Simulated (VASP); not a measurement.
# Os: relaxation of shape and atoms at fixed volume with PBE

The system is Os.

```
CELL_PARAMETERS angstrom
2.78005 0.00000 0.00000
-1.39002 2.40759 0.00000
0.00000 0.00000 4.39394
ATOMIC_POSITIONS crystal
Os 0.33333 0.66667 0.25000
Os 0.66667 0.33333 0.75000
```

```
Program                : VASP 6.6.1
Task                   : relaxation of shape and atoms at fixed volume
Functional             : PBE
Potentials or basis    : VASP PAW PBE potentials, release 64 (Os)
Cutoff                 : 600 eV
k mesh                 : 18 × 18 × 10
Occupations            : gaussian, width 0.1 eV
Spin                   : no spin polarisation
Dipole correction      : no
Further INCAR settings : ALGO = Normal; EDIFF = 1e-06; IBRION = 2; EDIFFG = -0.01; NSW = 50; ISIF = 4
```

| Quantity | Value |
| --- | --- |
| Energy gained by relaxing | 0.0 meV/atom |
| Ionic steps | 3 |
| Pressure after relaxing | -11.1 GPa |
| Band gap on the k mesh | zero (bands 8 and 9 overlap by 3.62 eV) |

Final structure:
```
CELL_PARAMETERS angstrom
2.78175 0.00000 0.00000
-1.39088 2.40907 0.00000
0.00000 0.00000 4.38856
ATOMIC_POSITIONS crystal
Os 0.33333 0.66667 0.25000
Os 0.66667 0.33333 0.75000
```

Levels at points of the mesh, in eV from the Fermi level:
```
           k point  band 5  band 6  band 7  band 8  band 9  band 10  band 11  band 12
(0.00, 0.00, 0.00)   -2.59   -2.06   -2.06   -1.47   -1.47     0.05     1.56     1.56
(0.50, 0.00, 0.00)   -2.78   -2.41   -1.76    1.85    2.37     2.49     4.09     5.33
(0.00, 0.00, 0.50)   -3.03   -3.03   -3.03   -3.03    0.81     0.81     0.81     0.81
(0.50, 0.00, 0.50)   -1.13   -1.13   -0.15   -0.15    2.16     2.16     3.08     3.08
```

It took 73 s on 1 thread of AMD EPYC 9R45 (Zen 5), on a shared host, peak memory 0.19 GiB.

Caveat: spin-orbit coupling is left out, which moves the levels of the heavy elements.
